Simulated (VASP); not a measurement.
# B (P-4m2) in VASP: further runs

The runs below take B through single point, relaxation of cell and atoms, with PBE.

Program: VASP 6.6.1. These are calculated values, not measurements. Logs are shortened: lines on timing, memory, paths and dates and some standing lists are left out, and cuts for length are marked.

## (1) The cell of the first run

The structure is tetragonal, space group P-4m2 (No. 115). The conventional cell has a = 3.312 Å, b = 3.312 Å, c = 4.298 Å, α = 90.00°, β = 90.00°, γ = 90.00°. B (site symmetry m) has 5 B at 1.65 to 1.80 Å within 2.2 Å. B (site symmetry -4m2) has 4 B at 1.69 Å within 2.2 Å.

## (2) Single point, PBE

INCAR reads:

```
SYSTEM = B
ALGO = Normal
EDIFF = 1E-7
ENCUT = 520
GGA = PE
ISIF = 2
ISMEAR = 0
LASPH = .TRUE.
LCHARG = .TRUE.
LELF = .TRUE.
LREAL = .FALSE.
LVHAR = .TRUE.
LWAVE = .FALSE.
NBANDS = 16
NELM = 100
PREC = Accurate
SIGMA = 0.1
```

KPOINTS reads:

```
k-points
0
G
  12 12 10
  0 0 0
```

POSCAR reads:

```
B
1.0
    3.3118533120      0.0000000000      0.0000000000
    0.0000000000      3.3118533120      0.0000000000
    0.0000000000      0.0000000000      4.2981112220
B
5
Direct
    0.0000000000      0.2511942644      0.6587216528
    0.2511942644      0.0000000000      0.3412783472
    0.7488057356      0.0000000000      0.3412783472
    0.0000000000      0.7488057356      0.6587216528
    0.0000000000      0.0000000000      0.0000000000
```

Potentials or basis: VASP PAW PBE potentials, release 64 (B).

Run with:

```console
$ cat potpaw_PBE.64/B/POTCAR > POTCAR
$ mpirun -np 1 vasp_std > vasp.out
```

OUTCAR:

```text
SYSTEM = B
   EDIFF = 1E-7
   ENCUT = 520
   GGA = PE
   ISIF = 2
   ISMEAR = 0
   LASPH = .TRUE.
   LREAL = .FALSE.
   NELM = 100
   PREC = Accurate

 ion  position               nearest neighbor table
   1  0.000  0.251  0.659-   4 1.65   4 1.66   5 1.69   3 1.80   2 1.80
   2  0.251  0.000  0.341-   3 1.65   3 1.66   5 1.69   1 1.80   4 1.80
   3  0.749  0.000  0.341-   2 1.65   2 1.66   5 1.69   4 1.80   1 1.80
   4  0.000  0.749  0.659-   1 1.65   1 1.66   5 1.69   3 1.80   2 1.80
   5  0.000  0.000  0.000-   1 1.69   2 1.69   3 1.69   4 1.69

  LATTYP: Found a simple tetragonal cell.
 ALAT       =     3.3118533120
 C/A-ratio  =     1.2977963747

  Lattice vectors:

 A1 = (   3.3118533120,   0.0000000000,   0.0000000000)
 A2 = (   0.0000000000,   3.3118533120,   0.0000000000)
 A3 = (   0.0000000000,   0.0000000000,   4.2981112220)

Analysis of symmetry for initial positions (statically):
=====================================================================
 Subroutine PRICEL returns:
 Original cell was already a primitive cell.

 Routine SETGRP: Setting up the symmetry group for a
 simple tetragonal supercell.

 Subroutine GETGRP returns: Found  8 space group operations
 (whereof  8 operations were pure point group operations)
 out of a pool of 16 trial point group operations.

The static configuration has the point symmetry D_2d.

Analysis of symmetry for dynamics (positions and initial velocities):
=====================================================================
 Subroutine PRICEL returns:
 Original cell was already a primitive cell.

 Routine SETGRP: Setting up the symmetry group for a
 simple tetragonal supercell.

 Subroutine GETGRP returns: Found  8 space group operations
 (whereof  8 operations were pure point group operations)
 out of a pool of 16 trial point group operations.

The dynamic configuration has the point symmetry D_2d.

 Subroutine INISYM returns: Found  8 space group operations
 (whereof  8 operations are pure point group operations),
 and found     1 'primitive' translations

----------------------------------------------------------------------------------------

                                     Primitive cell

  volume of cell :      47.1433

  direct lattice vectors                    reciprocal lattice vectors
     3.311853312  0.000000000  0.000000000     0.301945740  0.000000000  0.000000000
     0.000000000  3.311853312  0.000000000     0.000000000  0.301945740  0.000000000
     0.000000000  0.000000000  4.298111222     0.000000000  0.000000000  0.232660336

  length of vectors
     3.311853312  3.311853312  4.298111222     0.301945740  0.301945740  0.232660336

  position of ions in fractional coordinates (direct lattice)
     0.000000000  0.251194264  0.658721653
     0.251194264  0.000000000  0.341278347
     0.748805736  0.000000000  0.341278347
     0.000000000  0.748805736  0.658721653
     0.000000000  0.000000000  0.000000000

  ion indices of the primitive-cell ions
   primitive index   ion index
                 1           1
                 2           2
                 3           3
                 4           4
                 5           5

----------------------------------------------------------------------------------------

 KPOINTS: k-points

Automatic generation of k-mesh.
 Grid dimensions read from file:
 generate k-points for:   12   12   10

 Generating k-lattice:

  Cartesian coordinates                     Fractional coordinates (reciprocal lattice)
     0.025162145  0.000000000  0.000000000     0.083333333  0.000000000  0.000000000
     0.000000000  0.025162145  0.000000000     0.000000000  0.083333333  0.000000000
     0.000000000  0.000000000  0.023266034     0.000000000  0.000000000  0.100000000

  Length of vectors
     0.025162145  0.025162145  0.023266034

  Shift w.r.t. Gamma in fractional coordinates (k-lattice)
     0.000000000  0.000000000  0.000000000

 Subroutine IBZKPT returns following result:
 ===========================================

 Found    168 irreducible k-points:

 Following reciprocal coordinates:
            Coordinates               Weight
  0.000000  0.000000  0.000000      1.000000
  0.083333  0.000000  0.000000      4.000000
  0.166667  0.000000  0.000000      4.000000
  0.250000  0.000000  0.000000      4.000000
  0.333333  0.000000  0.000000      4.000000
  0.416667  0.000000  0.000000      4.000000
[... 16 lines left out ...]
  0.333333  0.333333  0.000000      4.000000
  0.416667  0.333333  0.000000      8.000000
 [... further k-points ...]
   k-points           NKPTS =    168   k-points in BZ     NKDIM =    168   number of bands    NBANDS=     16
   number of dos      NEDOS =    301   number of ions     NIONS =      5
   total plane-waves  NPLWV =  25088
   dimension x,y,z NGX =    28 NGY =   28 NGZ =   32
   dimension x,y,z NGXF=    56 NGYF=   56 NGZF=   64
   ions per type =               5
   NGX,Y,Z   is equivalent  to a cutoff of  14.06, 14.06, 12.38 a.u.
   NGXF,Y,Z  is equivalent  to a cutoff of  28.11, 28.11, 24.75 a.u.
 SYSTEM =  B
   PREC   = accura    normal or accurate (medium, high low for compatibility)
   ISTART =      0    job   : 0-new  1-cont  2-samecut
   ICHARG =      2    charge: 1-file 2-atom 10-const
   ISPIN  =      1    spin polarized calculation?
   LNONCOLLINEAR =      F non collinear calculations
   LSORBIT =      F    spin-orbit coupling
   LASPH  =      T    aspherical Exc in radial PAW
   ENCUT  =  520.0 eV  38.22 Ry    6.18 a.u.   6.16  6.16  7.99*2*pi/ulx,y,z
   NELM   =    100;   NELMIN=  2; NELMDL= -5     # of ELM steps
   EDIFF  = 0.1E-06   stopping-criterion for ELM
   LREAL  =      F    real-space projection
   EDIFFG = 0.1E-05   stopping-criterion for IOM
   NSW    =      0    number of steps for IOM
   IBRION =     -1    ionic relax: 0-MD 1-quasi-New 2-CG
   NFREE  =      0    steps in history (QN), initial steepest desc. (CG)
   ISIF   =      2    stress and relaxation
   ISYM   =      2    0-nonsym 1-usesym 2-fastsym
   POTIM  = 0.5000    time-step for ionic-motion
   TEBEG  =    0.0;   TEEND  =   0.0 temperature during run
   PSTRESS=    0.0 pullay stress
   NELECT =      15.0000    total number of electrons
   NUPDOWN=      -1.0000    fix difference up-down
   EMIN   =  10.00;   EMAX   =-10.00  energy-range for DOS
   EFERMI =   0.00;   METHOD = LEGACY
   ISMEAR =     0;   SIGMA  =   0.10  broadening in eV -4-tet -1-fermi 0-gaus
   EFERMI_NEDOS =   21; number of points for ismear=-14 and -15
   IALGO  =     38    algorithm
   IMIX   =      4    mixing-type and parameters
     AMIX     =   0.40;   BMIX     =  1.00
     AMIX_MAG =   1.60;   BMIX_MAG =  1.00
  volume/ion in A,a.u.               =       9.43        63.63
  Fermi-wavevector in a.u.,A,eV,Ry     =   1.117632  2.112017 16.995040  1.249100
  Thomas-Fermi vector in A             =   2.254256
   LORBIT       =      0    0 simple, 1 ext, 2 COOP (PROOUT), +10 PAW based schemes
   GGA     = PE    functional components
   LHFCALC =     F    Hartree Fock is set to
   AEXX    =    0.0000 exact exchange contribution
   IVDW    =     0    specifies the selected vdW correction
   LEPSILON=     F    determine dielectric tensor
   LRPA    =     F    only Hartree local field effects (RPA)
 non-spin polarized calculation
 Gauss-broadening in eV      SIGMA  =   0.10
  energy-cutoff  :      520.00
  volume of cell :       47.14
 maximum number of plane-waves:      1304
 NGX is ok and might be reduce to    28
   NGX = 13   NGY = 13   NGZ = 15

 number of electron      15.0000000 magnetization

 Free energy of the ion-electron system (eV)
  ---------------------------------------------------
  ext. energy  EPLUGINS =         0.00000000
  ---------------------------------------------------
  free energy    TOTEN  =       -30.54554236 eV

  energy without entropy =      -30.54193602  energy(sigma->0) =      -30.54373919

 E-fermi :   3.8794     XC(G=0): -10.2200

 val. band max:        3.8632107889   @ k =   0.0833   0.0000   0.5000
 cond. band min:       3.8976140275   @ k =   0.1667   0.0000   0.0000
 fundamental gap:      0.0344032386
 Fermi energy:         3.8793887704

 k-point     1 :       0.0000    0.0000    0.0000
  band No.  band energies     occupation
      1     -11.1170      2.00000
      2      -5.2999      2.00000
      3      -4.4513      2.00000
      4      -1.6874      2.00000
      5      -0.7598      2.00000
      6       0.5690      2.00000
[... 8 lines left out ...]
     15      12.1858      0.00000
     16      14.7298      0.00000

 k-point     2 :       0.0833    0.0000    0.0000
  band No.  band energies     occupation
      1     -11.0683      2.00000
      2      -5.2661      2.00000
      3      -4.4016      2.00000
      4      -2.0096      2.00000
      5      -0.9980      2.00000
      6       0.6393      2.00000
[... 8 lines left out ...]
     15      12.8912      0.00000
     16      14.8265      0.00000

 k-point     3 :       0.1667    0.0000    0.0000
  band No.  band energies     occupation
      1     -10.9278      2.00000
      2      -5.1728      2.00000
      3      -4.2602      2.00000
      4      -2.8543      2.00000
      5      -1.0783      2.00000
      6       0.8457      2.00000
[... 8 lines left out ...]
     15      13.9534      0.00000
     16      14.5482      0.00000

 k-point     4 :       0.2500    0.0000    0.0000
  band No.  band energies     occupation
      1     -10.7147      2.00000
      2      -5.0432      2.00000
      3      -4.1259      2.00000
      4      -3.6829      2.00000
      5      -1.0337      2.00000
      6       1.1725      2.00000
[... 8 lines left out ...]
     15      13.7333      0.00000
     16      14.3204      0.00000

 k-point     5 :       0.3333    0.0000    0.0000
  band No.  band energies     occupation
      1     -10.4687      2.00000
      2      -4.9218      2.00000
      3      -4.6617      2.00000
      4      -3.6468      2.00000
      5      -0.9596      2.00000
      6       1.3553      2.00000
[... 8 lines left out ...]
     15      13.5081      0.00000
     16      13.7709      0.00000

 k-point     6 :       0.4167    0.0000    0.0000
  band No.  band energies     occupation
      1     -10.2589      2.00000
      2      -5.2314      2.00000
      3      -4.7914      2.00000
      4      -3.3972      2.00000
      5      -0.8922      2.00000
      6       0.8372      2.00000
[... 8 lines left out ...]
     15      13.5714      0.00000
     16      13.8765      0.00000
[... 267 lines left out ...]
 k-point    21 :       0.4167    0.2500    0.0000
  band No.  band energies     occupation
      1      -9.9059      2.00000
      2      -4.7836      2.00000
      3      -4.5041      2.00000
      4      -3.1819      2.00000
      5      -2.7794      2.00000
      6       1.1493      2.00000
[... 8 lines left out ...]
     15      14.7382      0.00000
     16      16.3619      0.00000

 k-point    22 :       0.5000    0.2500    0.0000
  band No.  band energies     occupation
      1      -9.8271      2.00000
      2      -4.9626      2.00000
      3      -4.4713      2.00000
      4      -3.1078      2.00000
      5      -2.6768      2.00000
      6       0.9296      2.00000
[... 8 lines left out ...]
     15      14.4799      0.00000
     16      16.4378      0.00000

 k-point    23 :       0.3333    0.3333    0.0000
  band No.  band energies     occupation
      1      -9.8803      2.00000
      2      -4.4921      2.00000
      3      -4.1481      2.00000
      4      -3.7689      2.00000
      5      -2.9404      2.00000
      6       1.7173      2.00000
[... 8 lines left out ...]
     15      15.2465      0.00000
     16      16.6828      0.00000

 k-point    24 :       0.4167    0.3333    0.0000
  band No.  band energies     occupation
      1      -9.6954      2.00000
      2      -4.5162      2.00000
      3      -4.3534      2.00000
      4      -3.7262      2.00000
      5      -2.7011      2.00000
      6       1.2572      2.00000
[... 8 lines left out ...]
     15      15.2404      0.00000
     16      16.7435      0.00000

 [... further k-points ...]
[... 5 lines left out ...]
  --------------------------------------------------------------------------------------
  -------------------------------------------------------------------------------------
  Total       -0.0176758     -0.0176758      0.0237787      0.0000000      0.0000000      0.0000000
  in kB       -0.6007171     -0.6007171      0.8081249      0.0000000      0.0000000      0.0000000
  external PRESSURE =      -0.1311031 kB  Pullay stress =       0.0000000 kB

 VOLUME and BASIS-vectors are now :
 -----------------------------------------------------------------------------
  energy-cutoff  :      520.00
  volume of cell :       47.14
      direct lattice vectors                 reciprocal lattice vectors
     3.311853312  0.000000000  0.000000000     0.301945740  0.000000000  0.000000000
     0.000000000  3.311853312  0.000000000     0.000000000  0.301945740  0.000000000
     0.000000000  0.000000000  4.298111222     0.000000000  0.000000000  0.232660336

 POSITION                                       TOTAL-FORCE (eV/Angst)
 -----------------------------------------------------------------------------------
      0.00000      0.83192      2.83126         0.000000      0.010550     -0.006252
      0.83192      0.00000      1.46685         0.010550     -0.000000      0.006252
      2.47993      0.00000      1.46685        -0.010550     -0.000000      0.006252
      0.00000      2.47993      2.83126         0.000000     -0.010550     -0.006252
      0.00000      0.00000      0.00000         0.000000      0.000000     -0.000000
 -----------------------------------------------------------------------------------
    total drift:                                0.000000     -0.000000     -0.000000

  FREE ENERGIE OF THE ION-ELECTRON SYSTEM (eV)
  ---------------------------------------------------
  free  energy   TOTEN  =       -30.5455423554 eV

  energy  without entropy=      -30.5419360178  energy(sigma->0) =      -30.54373919
```

Wall time 43 s (1 thread of AMD EPYC 9R45 (Zen 5), shared host); peak memory 0.19 GiB.

What came out:

```
Free energy   : -30.5455 eV
Pressure      : 0.0 GPa
Largest force : 0.012 eV/Å
```

Forces in eV/Å, atoms in the order of the input:
```
B    0.000  0.011 -0.006
B    0.011  0.000  0.006
B   -0.011  0.000  0.006
B    0.000 -0.011 -0.006
B    0.000  0.000  0.000
```

## (3) Relaxation of cell and atoms, PBE

INCAR reads:

```
PREC = Accurate
ENCUT = 600
EDIFF = 1E-6
ISMEAR = 0
SIGMA = 0.1
LREAL = False
LASPH = True
NELM = 100
ALGO = Normal
ISIF = 3
LWAVE = False
LCHARG = False
GGA = PE
IBRION = 2
NSW = 100
EDIFFG = -0.01
```

KPOINTS reads:

```
Automatic mesh
0
Gamma
  12 12 10
```

POSCAR reads:

```
B
1.0
    3.3089738133      0.0000000000      0.0000000000
    0.0000000000      3.3089738133      0.0000000000
    0.0000000000      0.0000000000      4.3049732861
B
5
Direct
    0.0000000000      0.2506571192      0.6594432856
    0.2506571192      0.0000000000      0.3405567144
    0.7493428808      0.0000000000      0.3405567144
    0.0000000000      0.7493428808      0.6594432856
    0.0000000000      0.0000000000      0.0000000000
```

Potentials or basis: VASP PAW PBE potentials, release 64 (B).

Run with:

```console
$ cat potpaw_PBE.64/B/POTCAR > POTCAR
$ mpirun -np 1 vasp_std > vasp.out
```

Run time: 89 s. Hardware: 1 thread of AMD EPYC 9R45 (Zen 5), shared host; peak memory 0.19 GiB.

Results (log left out):

| Property | Result |
| --- | --- |
| Free energy | -30.5497 eV |
| Relaxed volume | 9.42 Å³/atom |
| Relaxed cell | a = 3.310 Å, b = 3.310 Å, c = 4.298 Å, α = 90.00°, β = 90.00°, γ = 90.00° |
| Space group after relaxing (to 0.05 Å) | P-4m2 (No. 115) |
| Energy gained by relaxing | 0.2 meV/atom |
| Ionic steps | 5 |
| Pressure after relaxing | 0.1 GPa |
| Largest force after relaxing | 0.005 eV/Å |

Forces in eV/Å, atoms in the order of the input:
```
B    0.000 -0.001 -0.005
B   -0.001  0.000  0.005
B    0.001  0.000  0.005
B    0.000  0.001 -0.005
B    0.000  0.000  0.000
```

The path:
```tsv
step	energy change (eV)	largest force (eV/Å)	pressure (GPa)	volume (Å³)
1	0.0000	0.1438	-0.12	47.14
2	0.0012	0.2863	0.05	47.09
3	-0.0009	0.0559	-0.06	47.12
4	-0.0011	0.0159	0.18	47.09
5	-0.0011	0.0046	0.11	47.10
```

Final structure:
```
CELL_PARAMETERS angstrom
3.31039 0.00000 0.00000
0.00000 3.31039 0.00000
0.00000 0.00000 4.29755
ATOMIC_POSITIONS crystal
B 0.00000 0.25125 0.65874
B 0.25125 0.00000 0.34126
B 0.74875 0.00000 0.34126
B 0.00000 0.74875 0.65874
B 0.00000 0.00000 0.00000
```

Levels at points of the mesh, in eV from the Fermi level:
```csv
k point,band 3,band 4,band 5,band 6,band 7,band 8,band 9,band 10,band 11
"(0.00, 0.00, 0.00)",-8.34,-5.57,-4.64,-3.31,-3.31,0.96,0.96,5.72,7.41
"(0.50, 0.00, 0.00)",-8.64,-7.17,-4.75,-3.27,-1.72,-1.10,1.40,1.56,7.83
"(0.50, 0.50, 0.00)",-8.22,-8.02,-6.16,-3.08,-2.27,-2.27,0.13,0.13,3.85
"(0.00, 0.00, 0.50)",-5.64,-4.75,-4.54,-2.98,-2.98,-0.05,-0.05,4.41,5.98
"(0.50, 0.00, 0.50)",-8.62,-6.05,-4.75,-3.93,-1.44,0.81,1.67,3.52,4.72
"(0.50, 0.50, 0.50)",-7.62,-7.62,-4.83,-4.83,-3.14,-2.55,1.60,5.14,5.14
```

(Continued in part 2 of 3.)
